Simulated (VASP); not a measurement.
# Al3Pd (Pm-3m) in VASP: a series of runs, part 2 of 2

VASP 6.6.1.

### 4 Single point, PBE

File INCAR:

```
PREC = Accurate
ENCUT = 520
EDIFF = 1E-6
ISMEAR = -1
SIGMA = 0.2
LREAL = F
LASPH = T
NELM = 100
ALGO = Normal
ISIF = 2
LWAVE = F
LCHARG = T
GGA = PE
LELF = T
LVHAR = T
NBANDS = 18
```

File KPOINTS:

```
Automatic mesh
0
Gamma
  10 10 10
```

File POSCAR:

```
Al3Pd
1.0
    3.9469100000      0.0000000000      0.0000000000
    0.0000000000      3.9469100000      0.0000000000
    0.0000000000      0.0000000000      3.9469100000
Al Pd
3 1
Direct
    0.0000000000      0.5000000000      0.5000000000
    0.5000000000      0.0000000000      0.5000000000
    0.5000000000      0.5000000000      0.0000000000
    0.0000000000      0.0000000000      0.0000000000
```

Potentials or basis: VASP PAW PBE potentials, release 64 (Al, Pd).

Command:

```
$ cat potpaw_PBE.64/Al/POTCAR potpaw_PBE.64/Pd/POTCAR > POTCAR
$ mpirun -np 1 vasp_std > vasp.out
```

OUTCAR:

```text
PREC = Accurate
   ENCUT = 520
   EDIFF = 1E-6
   ISMEAR = -1
   LREAL = F
   LASPH = T
   NELM = 100
   ISIF = 2
   GGA = PE

 ion  position               nearest neighbor table
   1  0.000  0.500  0.500-   2 2.79   3 2.79   4 2.79   3 2.79   4 2.79   2 2.79   4 2.79   4 2.79
                             2 2.79   3 2.79   3 2.79   2 2.79
   2  0.500  0.000  0.500-   1 2.79   3 2.79   4 2.79   3 2.79   4 2.79   1 2.79   3 2.79   3 2.79
                             1 2.79   4 2.79   4 2.79   1 2.79
   3  0.500  0.500  0.000-   1 2.79   2 2.79   4 2.79   1 2.79   2 2.79   2 2.79   4 2.79   2 2.79
                             1 2.79   4 2.79   1 2.79   4 2.79
   4  0.000  0.000  0.000-   1 2.79   2 2.79   3 2.79   1 2.79   2 2.79   1 2.79   3 2.79   1 2.79
                             2 2.79   3 2.79   2 2.79   3 2.79

  LATTYP: Found a simple cubic cell.
 ALAT       =     3.9469100000

  Lattice vectors:

 A1 = (   3.9469100000,   0.0000000000,   0.0000000000)
 A2 = (   0.0000000000,   3.9469100000,   0.0000000000)
 A3 = (   0.0000000000,   0.0000000000,   3.9469100000)

Analysis of symmetry for initial positions (statically):
[... 179 lines left out ...]
 val. band max:        9.3130576621   @ k =   0.4000   0.1000   0.0000
 cond. band min:       9.3295016614   @ k =   0.4000   0.3000   0.1000
 fundamental gap:      0.0164439993
 Fermi energy:         9.3269662409

 k-point     1 :       0.0000    0.0000    0.0000
  band No.  band energies     occupation
      1      -1.7676      2.00000
      2       4.2490      2.00000
      3       4.2490      2.00000
      4       5.6024      2.00000
      5       5.6024      2.00000
      6       5.6024      2.00000
[... 481 lines left out ...]
      5       4.9462      2.00000
      6       5.4892      2.00000
[... 10 lines left out ...]
     17      16.0374      0.00000
     18      17.3106      0.00000

 [... further k-points ...]

------------------------ aborting loop because EDIFF is reached ----------------------------------------

  FORCE on cell =-STRESS in cart. coord.  units (eV):
  Direction    XX          YY          ZZ          XY          YZ          ZX
  --------------------------------------------------------------------------------------
  -------------------------------------------------------------------------------------
  Total        0.4668786      0.4668786      0.4668786     -0.0000000     -0.0000000      0.0000000
  in kB       12.1658620     12.1658620     12.1658620     -0.0000000     -0.0000000      0.0000000
  external PRESSURE =      12.1658620 kB  Pullay stress =       0.0000000 kB

 VOLUME and BASIS-vectors are now :
 -----------------------------------------------------------------------------
  energy-cutoff  :      520.00
  volume of cell :       61.49
      direct lattice vectors                 reciprocal lattice vectors
     3.946910000  0.000000000  0.000000000     0.253362757  0.000000000  0.000000000
     0.000000000  3.946910000  0.000000000     0.000000000  0.253362757  0.000000000
     0.000000000  0.000000000  3.946910000     0.000000000  0.000000000  0.253362757

 POSITION                                       TOTAL-FORCE (eV/Angst)
 -----------------------------------------------------------------------------------
      0.00000      1.97345      1.97345         0.000000      0.000000      0.000000
      1.97345      0.00000      1.97345         0.000000      0.000000      0.000000
      1.97345      1.97345      0.00000         0.000000      0.000000      0.000000
      0.00000      0.00000      0.00000         0.000000      0.000000      0.000000
 -----------------------------------------------------------------------------------
    total drift:                                0.000000     -0.000000      0.000000

  FREE ENERGIE OF THE ION-ELECTRON SYSTEM (eV)
  ---------------------------------------------------
  free  energy   TOTEN  =       -17.9347781687 eV

  energy  without entropy=      -17.7177629231  energy(sigma->0) =      -17.82627055
```

OSZICAR:

```text
N       E                     dE             d eps       ncg     rms          rms(c)
DAV:   1     0.561837388846E+02    0.56184E+02   -0.73780E+03  2016   0.873E+02
DAV:   2    -0.163674254717E+02   -0.72551E+02   -0.66647E+02  2308   0.166E+02
DAV:   3    -0.185148361537E+02   -0.21474E+01   -0.21169E+01  2552   0.269E+01
DAV:   4    -0.185328243854E+02   -0.17988E-01   -0.17979E-01  2404   0.279E+00
DAV:   5    -0.185330795465E+02   -0.25516E-03   -0.25516E-03  2468   0.332E-01    0.813E+00
DAV:   6    -0.182560366648E+02    0.27704E+00   -0.37904E+00  2132   0.195E+01    0.527E+00
DAV:   7    -0.179695185461E+02    0.28652E+00   -0.70396E-01  2132   0.102E+01    0.230E+00
DAV:   8    -0.179406069197E+02    0.28912E-01   -0.60441E-02  2190   0.140E+00    0.594E-01
DAV:   9    -0.179348535430E+02    0.57534E-02   -0.13254E-02  2206   0.124E+00    0.146E-01
DAV:  10    -0.179347801972E+02    0.73346E-04   -0.59400E-04  2276   0.173E-01    0.608E-02
DAV:  11    -0.179347794482E+02    0.74894E-06   -0.16000E-05  2336   0.327E-02    0.338E-02
DAV:  12    -0.179347782443E+02    0.12040E-05   -0.34710E-06  2184   0.111E-02    0.300E-03
DAV:  13    -0.179347781687E+02    0.75569E-07   -0.11184E-07  1162   0.246E-03
   1 F= -.17934778E+02 E0= -.17826271E+02  d E =-.217015E+00
```

stdout:

```text
POSCAR found type information on POSCAR AlPd
 POSCAR found :  2 types and       4 ions
 scaLAPACK will be used
 LDA part: xc-table for (Slater+PW92), standard interpolation
 POSCAR, INCAR and KPOINTS ok, starting setup
 FFT: planning ... GRIDC
 FFT: planning ... GRID_SOFT
 FFT: planning ... GRID
 WAVECAR not read
 entering main loop
```

Wall time 40 s (1 thread of Intel Xeon Platinum 8259CL at 2.50GHz (Skylake/Cascade Lake), shared host); peak memory 0.2 GiB.

Results:

* Free energy: -17.9348 eV
* Pressure: 1.2 GPa

### 5 Overview

```tsv
smearing	gap on the mesh (eV)	pressure (GPa)
fermi-dirac 0.05 eV	none	1.2
fermi-dirac 0.1 eV	none	1.1
fermi-dirac 0.2 eV	none	1.2
```

Alike in all rows: task single point; level PBE; potentials or basis VASP PAW PBE potentials, release 64 (Al, Pd); no spin polarisation; cell as given; k mesh 10 × 10 × 10; cutoff (eV) 520.

Every run on the cell as given and a fine mesh finds a metal.

Total energies depend on the potentials used, so only differences within one code and one set of settings carry meaning.
